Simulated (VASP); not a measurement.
# Au (Pm-3m) in VASP: further runs

Runs on Au. Level: PBE. Tasks: single point.

Everything below comes from runs of VASP 6.6.1. Logs are shortened: lines on timing, memory, paths and dates and some standing lists are left out, and cuts for length are marked.

## (1) The cell of the first run

Symmetry: Pm-3m, No. 221, cubic system. Conventional cell: a = 3.859 Å, b = 3.859 Å, c = 3.859 Å, α = 90.00°, β = 90.00°, γ = 90.00°. Au (site symmetry 4/mmm) has 8 Au at 2.73 Å within 3.6 Å.

## (2) Single point, PBE (volume scaled by 0.91)

Contents of INCAR:

```
PREC = Accurate ; ENCUT = 520
EDIFF = 1E-6 ; ISMEAR = 0
SIGMA = 0.1 ; LREAL = False
LASPH = True ; NELM = 60
ALGO = Fast ; ISIF = 2
LWAVE = False ; LCHARG = False
GGA = PE ; NBANDS = 24
```

Contents of KPOINTS:

```
regular mesh
0
Gamma
  12 12 12
```

Contents of POSCAR:

```
Au
1.0
    3.8587217306      0.0000000000      0.0000000000
    0.0000000000      3.8587217306      0.0000000000
    0.0000000000      0.0000000000      3.8587217306
Au
3
Direct
    0.5000000000      0.0000000000      0.0000000000
    0.0000000000      0.5000000000      0.0000000000
    0.0000000000      0.0000000000      0.5000000000
```

Potentials or basis: VASP PAW PBE potentials, release 64 (Au).

Started as:

```bash
$ cat potpaw_PBE.64/Au/POTCAR > POTCAR
$ mpirun -np 1 vasp_std > vasp.out
```

OUTCAR:

```text
PREC = Accurate
   ENCUT = 520
   EDIFF = 1E-6
   ISMEAR = 0
   LREAL = False
   LASPH = True
   NELM = 60
   ISIF = 2
   GGA = PE

 ion  position               nearest neighbor table
   1  0.500  0.000  0.000-   2 2.73   3 2.73   3 2.73   2 2.73   2 2.73   3 2.73   3 2.73   2 2.73

   2  0.000  0.500  0.000-   1 2.73   3 2.73   3 2.73   1 2.73   3 2.73   3 2.73   1 2.73   1 2.73

   3  0.000  0.000  0.500-   1 2.73   2 2.73   1 2.73   2 2.73   2 2.73   2 2.73   1 2.73   1 2.73

  LATTYP: Found a simple cubic cell.
 ALAT       =     3.8587217306

  Lattice vectors:

 A1 = (   3.8587217306,   0.0000000000,   0.0000000000)
 A2 = (   0.0000000000,   3.8587217306,   0.0000000000)
 A3 = (   0.0000000000,   0.0000000000,   3.8587217306)

Analysis of symmetry for initial positions (statically):
=====================================================================
 Subroutine PRICEL returns:
 Original cell was already a primitive cell.

 Routine SETGRP: Setting up the symmetry group for a
 simple cubic supercell.

 Subroutine GETGRP returns: Found 48 space group operations
 (whereof 48 operations were pure point group operations)
 out of a pool of 48 trial point group operations.

The static configuration has the point symmetry O_h .

Analysis of symmetry for dynamics (positions and initial velocities):
=====================================================================
 Subroutine PRICEL returns:
 Original cell was already a primitive cell.

 Routine SETGRP: Setting up the symmetry group for a
 simple cubic supercell.

 Subroutine GETGRP returns: Found 48 space group operations
 (whereof 48 operations were pure point group operations)
 out of a pool of 48 trial point group operations.

The dynamic configuration has the point symmetry O_h .

 Subroutine INISYM returns: Found 48 space group operations
 (whereof 48 operations are pure point group operations),
 and found     1 'primitive' translations

----------------------------------------------------------------------------------------

                                     Primitive cell

  volume of cell :      57.4553

  direct lattice vectors                    reciprocal lattice vectors
     3.858721731  0.000000000  0.000000000     0.259153178  0.000000000  0.000000000
     0.000000000  3.858721731  0.000000000     0.000000000  0.259153178  0.000000000
     0.000000000  0.000000000  3.858721731     0.000000000  0.000000000  0.259153178

  length of vectors
     3.858721731  3.858721731  3.858721731     0.259153178  0.259153178  0.259153178

  position of ions in fractional coordinates (direct lattice)
     0.500000000  0.000000000  0.000000000
     0.000000000  0.500000000  0.000000000
     0.000000000  0.000000000  0.500000000

  ion indices of the primitive-cell ions
   primitive index   ion index
                 1           1
                 2           2
                 3           3

----------------------------------------------------------------------------------------

 KPOINTS: regular mesh

Automatic generation of k-mesh.
 Grid dimensions read from file:
 generate k-points for:   12   12   12

 Generating k-lattice:

  Cartesian coordinates                     Fractional coordinates (reciprocal lattice)
     0.021596098  0.000000000  0.000000000     0.083333333  0.000000000  0.000000000
     0.000000000  0.021596098  0.000000000     0.000000000  0.083333333  0.000000000
     0.000000000  0.000000000  0.021596098     0.000000000  0.000000000  0.083333333

  Length of vectors
     0.021596098  0.021596098  0.021596098

  Shift w.r.t. Gamma in fractional coordinates (k-lattice)
     0.000000000  0.000000000  0.000000000

 Subroutine IBZKPT returns following result:
 ===========================================

 Found     84 irreducible k-points:

 Following reciprocal coordinates:
            Coordinates               Weight
  0.000000  0.000000  0.000000      1.000000
  0.083333  0.000000  0.000000      6.000000
  0.166667  0.000000  0.000000      6.000000
  0.250000  0.000000  0.000000      6.000000
  0.333333  0.000000  0.000000      6.000000
  0.416667  0.000000  0.000000      6.000000
[... 16 lines left out ...]
  0.333333  0.333333  0.000000     12.000000
  0.416667  0.333333  0.000000     24.000000
 [... further k-points ...]
   k-points           NKPTS =     84   k-points in BZ     NKDIM =     84   number of bands    NBANDS=     24
   number of dos      NEDOS =    301   number of ions     NIONS =      3
   total plane-waves  NPLWV =  27000
   dimension x,y,z NGX =    30 NGY =   30 NGZ =   30
   dimension x,y,z NGXF=    60 NGYF=   60 NGZF=   60
   ions per type =               3
   NGX,Y,Z   is equivalent  to a cutoff of  12.92, 12.92, 12.92 a.u.
   NGXF,Y,Z  is equivalent  to a cutoff of  25.85, 25.85, 25.85 a.u.
 SYSTEM =  unknown system
   PREC   = accura    normal or accurate (medium, high low for compatibility)
   ISTART =      0    job   : 0-new  1-cont  2-samecut
   ICHARG =      2    charge: 1-file 2-atom 10-const
   ISPIN  =      1    spin polarized calculation?
   LNONCOLLINEAR =      F non collinear calculations
   LSORBIT =      F    spin-orbit coupling
   LASPH  =      T    aspherical Exc in radial PAW
   ENCUT  =  520.0 eV  38.22 Ry    6.18 a.u.   7.17  7.17  7.17*2*pi/ulx,y,z
   NELM   =     60;   NELMIN=  2; NELMDL= -5     # of ELM steps
   EDIFF  = 0.1E-05   stopping-criterion for ELM
   LREAL  =      F    real-space projection
   EDIFFG = 0.1E-04   stopping-criterion for IOM
   NSW    =      0    number of steps for IOM
   IBRION =     -1    ionic relax: 0-MD 1-quasi-New 2-CG
   NFREE  =      0    steps in history (QN), initial steepest desc. (CG)
   ISIF   =      2    stress and relaxation
   ISYM   =      2    0-nonsym 1-usesym 2-fastsym
   POTIM  = 0.5000    time-step for ionic-motion
   TEBEG  =    0.0;   TEEND  =   0.0 temperature during run
   PSTRESS=    0.0 pullay stress
   NELECT =      33.0000    total number of electrons
   NUPDOWN=      -1.0000    fix difference up-down
   EMIN   =  10.00;   EMAX   =-10.00  energy-range for DOS
   EFERMI =   0.00;   METHOD = LEGACY
   ISMEAR =     0;   SIGMA  =   0.10  broadening in eV -4-tet -1-fermi 0-gaus
   EFERMI_NEDOS =   21; number of points for ismear=-14 and -15
   IALGO  =     68    algorithm
   IMIX   =      4    mixing-type and parameters
     AMIX     =   0.40;   BMIX     =  1.00
     AMIX_MAG =   1.60;   BMIX_MAG =  1.00
  volume/ion in A,a.u.               =      19.15       129.24
  Fermi-wavevector in a.u.,A,eV,Ry     =   1.360826  2.571589 25.195923  1.851848
  Thomas-Fermi vector in A             =   2.487455
   LORBIT       =      0    0 simple, 1 ext, 2 COOP (PROOUT), +10 PAW based schemes
   GGA     = PE    functional components
   LHFCALC =     F    Hartree Fock is set to
   AEXX    =    0.0000 exact exchange contribution
   IVDW    =     0    specifies the selected vdW correction
   LEPSILON=     F    determine dielectric tensor
   LRPA    =     F    only Hartree local field effects (RPA)
 non-spin polarized calculation
 RMM-DIIS sequential band-by-band and
 Gauss-broadening in eV      SIGMA  =   0.10
  energy-cutoff  :      520.00
  volume of cell :       57.46
 maximum number of plane-waves:      1568
 NGX is ok and might be reduce to    30
   NGX = 15   NGY = 15   NGZ = 15

 number of electron      32.9999987 magnetization

 Free energy of the ion-electron system (eV)
  ---------------------------------------------------
  ext. energy  EPLUGINS =         0.00000000
  ---------------------------------------------------
  free energy    TOTEN  =        -9.20941902 eV

  energy without entropy =       -9.20663686  energy(sigma->0) =       -9.20802794

 E-fermi :   7.6269     XC(G=0): -11.7773

 val. band max:        7.5469516294   @ k =   0.3333   0.2500   0.0000
 cond. band min:       7.6877933629   @ k =   0.3333   0.2500   0.0833
 fundamental gap:      0.1408417335
 Fermi energy:         7.6269231500

 k-point     1 :       0.0000    0.0000    0.0000
  band No.  band energies     occupation
      1      -1.7922      2.00000
      2       0.7824      2.00000
      3       1.1662      2.00000
      4       1.1662      2.00000
      5       1.1662      2.00000
      6       1.7590      2.00000
[... 16 lines left out ...]
     23      20.8061      0.00000
     24      20.8064      0.00000

 k-point     2 :       0.0833    0.0000    0.0000
  band No.  band energies     occupation
      1      -1.7080      2.00000
      2       0.8406      2.00000
      3       1.1829      2.00000
      4       1.2179      2.00000
      5       1.2179      2.00000
      6       1.7713      2.00000
[... 16 lines left out ...]
     23      20.5984      0.00000
     24      20.7346      0.00000

 k-point     3 :       0.1667    0.0000    0.0000
  band No.  band energies     occupation
      1      -1.4624      2.00000
      2       1.0066      2.00000
      3       1.2298      2.00000
      4       1.3721      2.00000
      5       1.3721      2.00000
      6       1.8127      2.00000
[... 16 lines left out ...]
     23      19.8148      0.00000
     24      20.2874      0.00000

 k-point     4 :       0.2500    0.0000    0.0000
  band No.  band energies     occupation
      1      -1.0811      2.00000
      2       1.2450      2.00000
      3       1.2973      2.00000
      4       1.6254      2.00000
      5       1.6254      2.00000
      6       1.9069      2.00000
[... 16 lines left out ...]
     23      19.6252      0.00000
     24      19.6294      0.00000

 k-point     5 :       0.3333    0.0000    0.0000
  band No.  band energies     occupation
      1      -0.6228      2.00000
      2       1.3693      2.00000
      3       1.4687      2.00000
      4       1.9701      2.00000
      5       1.9701      2.00000
      6       2.1198      2.00000
[... 451 lines left out ...]
 k-point    22 :       0.5000    0.2500    0.0000
  band No.  band energies     occupation
      1       0.6014      2.00000
      2       1.7760      2.00000
      3       1.9279      2.00000
      4       2.1906      2.00000
      5       2.5939      2.00000
      6       2.7811      2.00000
[... 16 lines left out ...]
     23      18.2217      0.00000
     24      21.2015      0.00000

 k-point    23 :       0.3333    0.3333    0.0000
  band No.  band energies     occupation
      1       0.3662      2.00000
      2       1.7991      2.00000
      3       2.0567      2.00000
      4       2.3966      2.00000
      5       2.3994      2.00000
      6       2.5270      2.00000
[... 16 lines left out ...]
     23      19.3827      0.00000
     24      20.0607      0.00000

 k-point    24 :       0.4167    0.3333    0.0000
  band No.  band energies     occupation
      1       0.7683      2.00000
      2       1.9280      2.00000
      3       1.9414      2.00000
      4       2.3026      2.00000
      5       2.5589      2.00000
      6       2.7922      2.00000
[... 16 lines left out ...]
     23      18.9151      0.00000
     24      20.3375      0.00000

 [... further k-points ...]
[... 5 lines left out ...]
  --------------------------------------------------------------------------------------
  -------------------------------------------------------------------------------------
  Total        4.8405434      4.8405434      4.8405434      0.0000000      0.0000000     -0.0000000
  in kB      134.9815226    134.9815226    134.9815226      0.0000000      0.0000000     -0.0000000
  external PRESSURE =     134.9815226 kB  Pullay stress =       0.0000000 kB

 VOLUME and BASIS-vectors are now :
 -----------------------------------------------------------------------------
  energy-cutoff  :      520.00
  volume of cell :       57.46
      direct lattice vectors                 reciprocal lattice vectors
     3.858721731  0.000000000  0.000000000     0.259153178  0.000000000  0.000000000
     0.000000000  3.858721731  0.000000000     0.000000000  0.259153178  0.000000000
     0.000000000  0.000000000  3.858721731     0.000000000  0.000000000  0.259153178

 POSITION                                       TOTAL-FORCE (eV/Angst)
 -----------------------------------------------------------------------------------
      1.92936      0.00000      0.00000         0.000000      0.000000      0.000000
      0.00000      1.92936      0.00000         0.000000      0.000000      0.000000
      0.00000      0.00000      1.92936         0.000000      0.000000      0.000000
 -----------------------------------------------------------------------------------
    total drift:                                0.000000      0.000000      0.000000

  FREE ENERGIE OF THE ION-ELECTRON SYSTEM (eV)
  ---------------------------------------------------
  free  energy   TOTEN  =        -9.2094190173 eV

  energy  without entropy=       -9.2066368621  energy(sigma->0) =       -9.20802794
```

Run time: 98 s. Hardware: 1 thread of Intel Xeon Platinum 8259CL at 2.50GHz (Skylake/Cascade Lake), shared host; peak memory 0.22 GiB.

Results:

```yaml
Free_energy: -9.2094 eV
Pressure: 13.5 GPa
```

Caveat: spin-orbit coupling is left out, which moves the levels of the heavy elements.

## (3) Single point, PBE (volume scaled by 0.94)

Contents of INCAR:

```
SYSTEM = Au
  PREC = Accurate
  ENCUT = 520
  EDIFF = 1E-6
  ISMEAR = 0
  SIGMA = 0.1
  LREAL = .FALSE.
  LASPH = .TRUE.
  NELM = 100
  ALGO = Normal
  ISIF = 2
  LWAVE = .FALSE.
  LCHARG = .TRUE.
  GGA = PE
  LELF = .TRUE.
  LVHAR = .TRUE.
  NBANDS = 24
```

Contents of KPOINTS:

```
regular mesh
0
G
  12 12 12
  0 0 0
```

Contents of POSCAR:

```
Au
1.0
    3.9006676444      0.0000000000      0.0000000000
    0.0000000000      3.9006676444      0.0000000000
    0.0000000000      0.0000000000      3.9006676444
Au
3
Direct
    0.5000000000      0.0000000000      0.0000000000
    0.0000000000      0.5000000000      0.0000000000
    0.0000000000      0.0000000000      0.5000000000
```

Potentials or basis: VASP PAW PBE potentials, release 64 (Au).

Started as:

```bash
$ cat potpaw_PBE.64/Au/POTCAR > POTCAR
$ mpirun -np 1 vasp_std > vasp.out
```

OUTCAR:

```text
SYSTEM = Au
   PREC = Accurate
   ENCUT = 520
   EDIFF = 1E-6
   ISMEAR = 0
   LREAL = .FALSE.
   LASPH = .TRUE.
   NELM = 100
   ISIF = 2
   GGA = PE

 ion  position               nearest neighbor table
   1  0.500  0.000  0.000-   2 2.76   3 2.76   3 2.76   2 2.76   2 2.76   3 2.76   3 2.76   2 2.76

   2  0.000  0.500  0.000-   1 2.76   3 2.76   3 2.76   1 2.76   3 2.76   3 2.76   1 2.76   1 2.76

   3  0.000  0.000  0.500-   1 2.76   2 2.76   1 2.76   2 2.76   2 2.76   2 2.76   1 2.76   1 2.76

  LATTYP: Found a simple cubic cell.
 ALAT       =     3.9006676444

  Lattice vectors:

 A1 = (   3.9006676444,   0.0000000000,   0.0000000000)
 A2 = (   0.0000000000,   3.9006676444,   0.0000000000)
 A3 = (   0.0000000000,   0.0000000000,   3.9006676444)

Analysis of symmetry for initial positions (statically):
=====================================================================
 Subroutine PRICEL returns:
 Original cell was already a primitive cell.

 Routine SETGRP: Setting up the symmetry group for a
 simple cubic supercell.

 Subroutine GETGRP returns: Found 48 space group operations
 (whereof 48 operations were pure point group operations)
 out of a pool of 48 trial point group operations.
[... 160 lines left out ...]
  ext. energy  EPLUGINS =         0.00000000
  ---------------------------------------------------
  free energy    TOTEN  =        -9.33670032 eV

  energy without entropy =       -9.33375879  energy(sigma->0) =       -9.33522956

 E-fermi :   7.1709     XC(G=0): -11.5911

 val. band max:        7.0953184648   @ k =   0.2500   0.0833   0.0000
 cond. band min:       7.2252360819   @ k =   0.3333   0.2500   0.0833
 fundamental gap:      0.1299176171
 Fermi energy:         7.1708646472

 k-point     1 :       0.0000    0.0000    0.0000
  band No.  band energies     occupation
      1      -1.9371      2.00000
      2       0.6009      2.00000
      3       0.9527      2.00000
      4       0.9527      2.00000
      5       0.9527      2.00000
      6       1.5192      2.00000
[... 637 lines left out ...]
     23      18.2157      0.00000
     24      19.6101      0.00000

 [... further k-points ...]
[... 5 lines left out ...]
  --------------------------------------------------------------------------------------
  -------------------------------------------------------------------------------------
  Total        2.9571146      2.9571146      2.9571146     -0.0000000     -0.0000000      0.0000000
  in kB       79.8292209     79.8292209     79.8292209     -0.0000000     -0.0000000      0.0000000
  external PRESSURE =      79.8292209 kB  Pullay stress =       0.0000000 kB

 VOLUME and BASIS-vectors are now :
 -----------------------------------------------------------------------------
  energy-cutoff  :      520.00
  volume of cell :       59.35
      direct lattice vectors                 reciprocal lattice vectors
     3.900667644  0.000000000  0.000000000     0.256366369  0.000000000  0.000000000
     0.000000000  3.900667644  0.000000000     0.000000000  0.256366369  0.000000000
     0.000000000  0.000000000  3.900667644     0.000000000  0.000000000  0.256366369

 POSITION                                       TOTAL-FORCE (eV/Angst)
 -----------------------------------------------------------------------------------
      1.95033      0.00000      0.00000         0.000000      0.000000      0.000000
      0.00000      1.95033      0.00000         0.000000      0.000000      0.000000
      0.00000      0.00000      1.95033         0.000000      0.000000      0.000000
 -----------------------------------------------------------------------------------
    total drift:                                0.000000      0.000000      0.000000

  FREE ENERGIE OF THE ION-ELECTRON SYSTEM (eV)
  ---------------------------------------------------
  free  energy   TOTEN  =        -9.3367003224 eV

  energy  without entropy=       -9.3337587919  energy(sigma->0) =       -9.33522956
```

Run time: 89 s. Hardware: 1 thread of Intel Xeon Platinum 8259CL at 2.50GHz (Skylake/Cascade Lake), shared host; peak memory 0.23 GiB.

Results:

```
Free energy : -9.3367 eV
Pressure    : 8.0 GPa
```

Caveat: spin-orbit coupling is left out, which moves the levels of the heavy elements.

## (4) Single point, PBE (volume scaled by 0.97)

Contents of INCAR:

```
PREC = Accurate
ENCUT = 520
EDIFF = 1E-6
ISMEAR = 0
SIGMA = 0.1
LREAL = False
LASPH = True
NELM = 80
ALGO = Fast
ISIF = 2
LWAVE = False
LCHARG = False
GGA = PE
NBANDS = 24
```

Contents of KPOINTS:

```
regular mesh
0
Gamma
  12 12 12
```

Contents of POSCAR:

```
Au
1.0
    3.9417303213      0.0000000000      0.0000000000
    0.0000000000      3.9417303213      0.0000000000
    0.0000000000      0.0000000000      3.9417303213
Au
3
Direct
    0.5000000000      0.0000000000      0.0000000000
    0.0000000000      0.5000000000      0.0000000000
    0.0000000000      0.0000000000      0.5000000000
```

Started as:

```bash
$ cat potpaw_PBE.64/Au/POTCAR > POTCAR
$ mpirun -np 1 vasp_std > vasp.out
```

Wall time 1.8 min (1 thread of Intel Xeon Platinum 8259CL at 2.50GHz (Skylake/Cascade Lake), shared host); peak memory 0.22 GiB.

It converged, with:

| Quantity | Value |
| --- | --- |
| Free energy | -9.4049 eV |
| Pressure | 3.5 GPa |

Levels at points of the mesh, in eV from the Fermi level:
| k point | band 12 | band 13 | band 14 | band 15 | band 16 | band 17 | band 18 | band 19 | band 20 | band 21 |
| --- | --- | --- | --- | --- | --- | --- | --- | --- | --- | --- |
| (0.00, 0.00, 0.00) | -2.06 | -1.17 | -0.86 | -0.86 | -0.86 | 3.05 | 3.05 | 3.05 | 6.96 | 6.96 |
| (0.50, 0.00, 0.00) | -3.16 | -2.74 | -2.74 | -2.61 | -1.96 | -0.85 | 6.74 | 6.74 | 6.89 | 8.58 |
| (0.50, 0.50, 0.00) | -3.27 | -3.22 | -2.70 | -2.29 | -2.09 | 1.11 | 1.11 | 1.34 | 9.82 | 10.71 |
| (0.50, 0.50, 0.50) | -2.36 | -1.19 | -1.19 | -1.19 | -0.53 | 1.45 | 1.45 | 1.45 | 3.73 | 3.73 |

Caveat: spin-orbit coupling is left out, which moves the levels of the heavy elements.

(Continued in part 2 of 2.)
